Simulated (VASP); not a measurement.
# B (P6_3/mmc) in VASP: a series of runs

The runs below take B through single point, with PBE.

All numbers are computed with VASP 6.6.1; they aren't measurements. Logs are shortened: lines on timing, memory, paths and dates and some standing lists are left out, and cuts for length are marked.

## (1) The cell of the first run

The structure is hexagonal, space group P6_3/mmc (No. 194). Conventional cell: a = 2.480 Å, b = 2.480 Å, c = 7.717 Å, α = 90.00°, β = 90.00°, γ = 120.00°. Within 3.2 Å of B (site symmetry -3m) lie 12 B at 2.40 to 2.48 Å. Within 3.2 Å of B (site symmetry -6m2) lie 12 B at 2.40 to 2.48 Å.

## (2) Single point, PBE (In replaced by B, lengths x 0.755, strained)

The input, INCAR:

```
ALGO = Normal ; EDIFF = 1E-6
ENCUT = 520 ; GGA = PE
ISIF = 2 ; ISMEAR = 0
LASPH = True ; LCHARG = False
LREAL = False ; LWAVE = False
NBANDS = 14 ; NELM = 100
PREC = Accurate ; SIGMA = 0.1
```

The input, KPOINTS:

```
k-points
0
Gamma
  9 9 4
```

The input, POSCAR:

```
B
1.0
    2.4798131880      0.0000000000      0.0000000000
   -1.2399065940      2.1475812174      0.0000000000
    0.0000000000      0.0000000000      7.7169142683
B
4
Direct
    0.0000000000      0.0000000000      0.0000000000
    0.3333333300      0.6666666700      0.2500000000
    0.0000000000      0.0000000000      0.5000000000
    0.6666666700      0.3333333300      0.7500000000
```

Potentials or basis: VASP PAW PBE potentials, release 64 (B).

Run with:

```
cat potpaw_PBE.64/B/POTCAR > POTCAR
mpirun -np 1 vasp_std > vasp.out
```

OUTCAR:

```text
EDIFF = 1E-6
   ENCUT = 520
   GGA = PE
   ISIF = 2
   ISMEAR = 0
   LASPH = True
   LREAL = False
   NELM = 100
   PREC = Accurate

 ion  position               nearest neighbor table
   1  0.000  0.000  0.000-
   2  0.333  0.667  0.250-
   3  0.000  0.000  0.500-
   4  0.667  0.333  0.750-

  LATTYP: Found a hexagonal cell.
 ALAT       =     2.4798131880
 C/A-ratio  =     3.1118933901

  Lattice vectors:

 A1 = (   2.4798131880,   0.0000000000,   0.0000000000)
 A2 = (  -1.2399065940,   2.1475812174,   0.0000000000)
 A3 = (   0.0000000000,   0.0000000000,   7.7169142683)

Analysis of symmetry for initial positions (statically):
=====================================================================
 Subroutine PRICEL returns:
 Original cell was already a primitive cell.

 Routine SETGRP: Setting up the symmetry group for a
 hexagonal supercell.

 Subroutine GETGRP returns: Found 24 space group operations
 (whereof 12 operations were pure point group operations)
 out of a pool of 24 trial point group operations.

The static configuration has the point symmetry D_3d.
 The point group associated with its full space group is D_6h.

Analysis of symmetry for dynamics (positions and initial velocities):
=====================================================================
 Subroutine PRICEL returns:
 Original cell was already a primitive cell.

 Routine SETGRP: Setting up the symmetry group for a
 hexagonal supercell.

 Subroutine GETGRP returns: Found 24 space group operations
 (whereof 12 operations were pure point group operations)
 out of a pool of 24 trial point group operations.

The dynamic configuration has the point symmetry D_3d.
 The point group associated with its full space group is D_6h.

 Subroutine INISYM returns: Found 24 space group operations
 (whereof 12 operations are pure point group operations),
 and found     1 'primitive' translations

----------------------------------------------------------------------------------------

                                     Primitive cell

  volume of cell :      41.0972

  direct lattice vectors                    reciprocal lattice vectors
     2.479813188  0.000000000  0.000000000     0.403256183  0.232820066  0.000000000
    -1.239906594  2.147581217  0.000000000     0.000000000  0.465640131  0.000000000
     0.000000000  0.000000000  7.716914268     0.000000000  0.000000000  0.129585475

  length of vectors
     2.479813188  2.479813188  7.716914268     0.465640131  0.465640131  0.129585475

  position of ions in fractional coordinates (direct lattice)
     0.000000000  0.000000000  0.000000000
     0.333333330  0.666666670  0.250000000
     0.000000000  0.000000000  0.500000000
     0.666666670  0.333333330  0.750000000

  ion indices of the primitive-cell ions
   primitive index   ion index
                 1           1
                 2           2
                 3           3
                 4           4

----------------------------------------------------------------------------------------

 KPOINTS: k-points

Automatic generation of k-mesh.
 Grid dimensions read from file:
 generate k-points for:    9    9    4

 Generating k-lattice:

  Cartesian coordinates                     Fractional coordinates (reciprocal lattice)
     0.044806243  0.025868896  0.000000000     0.111111111  0.000000000  0.000000000
     0.000000000  0.051737792  0.000000000     0.000000000  0.111111111  0.000000000
     0.000000000  0.000000000  0.032396369     0.000000000  0.000000000  0.250000000

  Length of vectors
     0.051737792  0.051737792  0.032396369

  Shift w.r.t. Gamma in fractional coordinates (k-lattice)
     0.000000000  0.000000000  0.000000000

 Subroutine IBZKPT returns following result:
 ===========================================

 Found     36 irreducible k-points:

 Following reciprocal coordinates:
            Coordinates               Weight
  0.000000  0.000000  0.000000      1.000000
  0.111111  0.000000  0.000000      6.000000
  0.222222  0.000000  0.000000      6.000000
  0.333333  0.000000  0.000000      6.000000
  0.444444  0.000000  0.000000      6.000000
  0.111111  0.111111  0.000000      6.000000
[... 16 lines left out ...]
  0.333333  0.222222  0.250000     24.000000
  0.333333  0.333333  0.250000      4.000000
 [... further k-points ...]
   k-points           NKPTS =     36   k-points in BZ     NKDIM =     36   number of bands    NBANDS=     14
   number of dos      NEDOS =    301   number of ions     NIONS =      4
   total plane-waves  NPLWV =  19440
   dimension x,y,z NGX =    18 NGY =   18 NGZ =   60
   dimension x,y,z NGXF=    36 NGYF=   36 NGZF=  120
   ions per type =               4
   NGX,Y,Z   is equivalent  to a cutoff of  12.07, 12.07, 12.93 a.u.
   NGXF,Y,Z  is equivalent  to a cutoff of  24.13, 24.13, 25.85 a.u.
 SYSTEM =  unknown system
   PREC   = accura    normal or accurate (medium, high low for compatibility)
   ISTART =      0    job   : 0-new  1-cont  2-samecut
   ICHARG =      2    charge: 1-file 2-atom 10-const
   ISPIN  =      1    spin polarized calculation?
   LNONCOLLINEAR =      F non collinear calculations
   LSORBIT =      F    spin-orbit coupling
   LASPH  =      T    aspherical Exc in radial PAW
   ENCUT  =  520.0 eV  38.22 Ry    6.18 a.u.   4.61  4.61 14.35*2*pi/ulx,y,z
   NELM   =    100;   NELMIN=  2; NELMDL= -5     # of ELM steps
   EDIFF  = 0.1E-05   stopping-criterion for ELM
   LREAL  =      F    real-space projection
   EDIFFG = 0.1E-04   stopping-criterion for IOM
   NSW    =      0    number of steps for IOM
   IBRION =     -1    ionic relax: 0-MD 1-quasi-New 2-CG
   NFREE  =      0    steps in history (QN), initial steepest desc. (CG)
   ISIF   =      2    stress and relaxation
   ISYM   =      2    0-nonsym 1-usesym 2-fastsym
   POTIM  = 0.5000    time-step for ionic-motion
   TEBEG  =    0.0;   TEEND  =   0.0 temperature during run
   PSTRESS=    0.0 pullay stress
   NELECT =      12.0000    total number of electrons
   NUPDOWN=      -1.0000    fix difference up-down
   EMIN   =  10.00;   EMAX   =-10.00  energy-range for DOS
   EFERMI =   0.00;   METHOD = LEGACY
   ISMEAR =     0;   SIGMA  =   0.10  broadening in eV -4-tet -1-fermi 0-gaus
   EFERMI_NEDOS =   21; number of points for ismear=-14 and -15
   IALGO  =     38    algorithm
   IMIX   =      4    mixing-type and parameters
     AMIX     =   0.40;   BMIX     =  1.00
     AMIX_MAG =   1.60;   BMIX_MAG =  1.00
  volume/ion in A,a.u.               =      10.27        69.33
  Fermi-wavevector in a.u.,A,eV,Ry     =   1.086087  2.052406 16.049219  1.179584
  Thomas-Fermi vector in A             =   2.222215
   LORBIT       =      0    0 simple, 1 ext, 2 COOP (PROOUT), +10 PAW based schemes
   GGA     = PE    functional components
   LHFCALC =     F    Hartree Fock is set to
   AEXX    =    0.0000 exact exchange contribution
   IVDW    =     0    specifies the selected vdW correction
   LEPSILON=     F    determine dielectric tensor
   LRPA    =     F    only Hartree local field effects (RPA)
 non-spin polarized calculation
 Gauss-broadening in eV      SIGMA  =   0.10
  energy-cutoff  :      520.00
  volume of cell :       41.10
 maximum number of plane-waves:      1124
   NGX =  9   NGY =  9   NGZ = 29

 number of electron      12.0000001 magnetization

 Free energy of the ion-electron system (eV)
  ---------------------------------------------------
  ext. energy  EPLUGINS =         0.00000000
  ---------------------------------------------------
  free energy    TOTEN  =       -17.12699302 eV

  energy without entropy =      -17.11405549  energy(sigma->0) =      -17.12052426

 E-fermi :   4.3846     XC(G=0): -10.8128

 val. band max:        4.3816904538   @ k =   0.3333   0.1111   0.0000
 cond. band min:       4.4508202231   @ k =   0.4444   0.1111   0.2500
 fundamental gap:      0.0691297693
 Fermi energy:         4.3845958057

 k-point     1 :       0.0000    0.0000    0.0000
  band No.  band energies     occupation
      1      -8.6790      2.00000
      2      -6.5728      2.00000
      3      -6.5366      2.00000
      4      -0.8840      2.00000
      5       0.4031      2.00000
      6       9.1585      0.00000
      7       9.2111      0.00000
      8      11.9569      0.00000
      9      11.9569      0.00000
     10      12.8416      0.00000
     11      12.8416      0.00000
     12      12.8430      0.00000
     13      12.8430      0.00000
     14      13.8918      0.00000

 k-point     2 :       0.1111    0.0000    0.0000
  band No.  band energies     occupation
      1      -8.3385      2.00000
      2      -6.2350      2.00000
      3      -6.1988      2.00000
      4      -0.5282      2.00000
      5       0.6794      2.00000
      6       9.3201      0.00000
      7       9.4011      0.00000
      8      10.3778      0.00000
      9      11.1898      0.00000
     10      11.6589      0.00000
     11      11.7161      0.00000
     12      12.3829      0.00000
     13      12.4395      0.00000
     14      13.3926      0.00000

 k-point     3 :       0.2222    0.0000    0.0000
  band No.  band energies     occupation
      1      -7.3190      2.00000
      2      -5.2259      2.00000
      3      -5.1901      2.00000
      4       0.5210      2.00000
      5       1.4965      2.00000
      6       6.9539      0.00000
      7       8.6002      0.00000
      8       8.7344      0.00000
      9       9.8665      0.00000
     10       9.8907      0.00000
     11      10.1129      0.00000
     12      11.4010      0.00000
     13      11.4768      0.00000
     14      11.9202      0.00000
[... 324 lines left out ...]
 k-point    23 :       0.3333    0.2222    0.2500
  band No.  band energies     occupation
      1      -2.1655      2.00000
      2      -1.1720      2.00000
      3       0.6260      2.00000
      4       0.7614      2.00000
      5       1.9423      2.00000
      6       3.1114      2.00000
      7       3.7867      2.00000
      8       4.3438      1.43608
      9       4.6108      0.00138
     10       6.1993      0.00000
     11       6.6675      0.00000
     12       7.8545      0.00000
     13       9.0770      0.00000
     14       9.7740      0.00000

 k-point    24 :       0.3333    0.3333    0.2500
  band No.  band energies     occupation
      1       0.2082      2.00000
      2       0.5418      2.00000
      3       0.5418      2.00000
      4       1.0227      2.00000
      5       1.5021      2.00000
      6       1.5021      2.00000
      7       3.3146      2.00000
      8       3.5908      2.00000
      9       3.5908      2.00000
     10       5.8121      0.00000
     11       6.6716      0.00000
     12       6.6716      0.00000
     13       9.1733      0.00000
     14       9.9046      0.00000

 [... further k-points ...]
[... 5 lines left out ...]
  --------------------------------------------------------------------------------------
  -------------------------------------------------------------------------------------
  Total       -9.6337378     -9.6337378    -13.1240254      0.0000000      0.0000000      0.0000000
  in kB     -375.5719646   -375.5719646   -511.6410807      0.0000000      0.0000000      0.0000000
  external PRESSURE =    -420.9283366 kB  Pullay stress =       0.0000000 kB

 VOLUME and BASIS-vectors are now :
 -----------------------------------------------------------------------------
  energy-cutoff  :      520.00
  volume of cell :       41.10
      direct lattice vectors                 reciprocal lattice vectors
     2.479813188  0.000000000  0.000000000     0.403256183  0.232820066  0.000000000
    -1.239906594  2.147581217  0.000000000     0.000000000  0.465640131  0.000000000
     0.000000000  0.000000000  7.716914268     0.000000000  0.000000000  0.129585475

 POSITION                                       TOTAL-FORCE (eV/Angst)
 -----------------------------------------------------------------------------------
      0.00000      0.00000      0.00000        -0.000000      0.000000      0.000000
     -0.00000      1.43172      1.92923         0.000000      0.000000      0.000000
      0.00000      0.00000      3.85846        -0.000000      0.000000      0.000000
      1.23991      0.71586      5.78769        -0.000000     -0.000000     -0.000000
 -----------------------------------------------------------------------------------
    total drift:                               -0.000000      0.000000     -0.000000

  FREE ENERGIE OF THE ION-ELECTRON SYSTEM (eV)
  ---------------------------------------------------
  free  energy   TOTEN  =       -17.1269930180 eV

  energy  without entropy=      -17.1140554923  energy(sigma->0) =      -17.12052426
```

Wall time 7.8 s (1 thread of Intel Xeon Platinum 8488C (Sapphire Rapids), shared host); peak memory 0.14 GiB.

Results:

```
Free energy            : -17.1270 eV
Pressure               : -42.1 GPa
Band gap on the k mesh : zero (band 6 reaches 9.32 eV, above the bottom of band 7 at 2.73 eV)
```

Stress tensor (GPa, compression positive):
```
-37.56   0.00   0.00
  0.00 -37.56   0.00
  0.00   0.00 -51.16
```

Levels at points of the mesh, in eV from the Fermi level:
```csv
k point,band 4,band 5,band 6,band 7,band 8,band 9
"(0.00, 0.00, 0.00)",-5.27,-3.98,4.77,4.83,7.57,7.57
"(0.00, 0.00, 0.50)",-8.32,-0.08,-0.08,7.82,7.82,7.82
```

Caveat: the cell differs from its parent crystal (In replaced by B, lengths x 0.755, strained).

## (3) Single point, PBE (In replaced by B, lengths x 0.755, strained)

The input, INCAR:

```
SYSTEM = B
ALGO = Normal ; EDIFF = 1E-6
ENCUT = 520 ; GGA = PE
ISIF = 2 ; ISMEAR = 0
LASPH = .True. ; LCHARG = .True.
LELF = .True. ; LREAL = .False.
LVHAR = .True. ; LWAVE = .False.
NBANDS = 14 ; NELM = 60
PREC = Accurate ; SIGMA = 0.1
```

The input, KPOINTS:

```
k-points
0
Gamma
  21 21 6
  0 0 0
```

POSCAR is that of step 2.

Potentials or basis: VASP PAW PBE potentials, release 64 (B).

Run with:

```
cat potpaw_PBE.64/B/POTCAR > POTCAR
mpirun -np 1 vasp_std > vasp.out
```

It took 42 s on 1 thread of Intel Xeon Platinum 8488C (Sapphire Rapids), shared host; peak memory 0.2 GiB.

The run converged. Its results:

```yaml
Free_energy: -17.1663 eV
Pressure: -42.2 GPa
Band_gap_on_the_k_mesh: zero (band 6 reaches 9.36 eV, above the bottom of band 7 at 2.68 eV)
```

Stress tensor (GPa, compression positive):
```
-39.74   0.00   0.00
  0.00 -39.74   0.00
  0.00   0.00 -47.16
```

Levels at points of the mesh, in eV from the Fermi level:
| k point | band 3 | band 4 | band 5 | band 6 | band 7 | band 8 | band 9 | band 10 |
| --- | --- | --- | --- | --- | --- | --- | --- | --- |
| (0.00, 0.00, 0.00) | -11.01 | -5.35 | -4.07 | 4.69 | 4.74 | 7.49 | 7.49 | 8.36 |
| (0.00, 0.00, 0.50) | -8.40 | -8.40 | -0.17 | -0.17 | 7.74 | 7.74 | 7.74 | 7.74 |

Caveat: the cell differs from its parent crystal (In replaced by B, lengths x 0.755, strained).
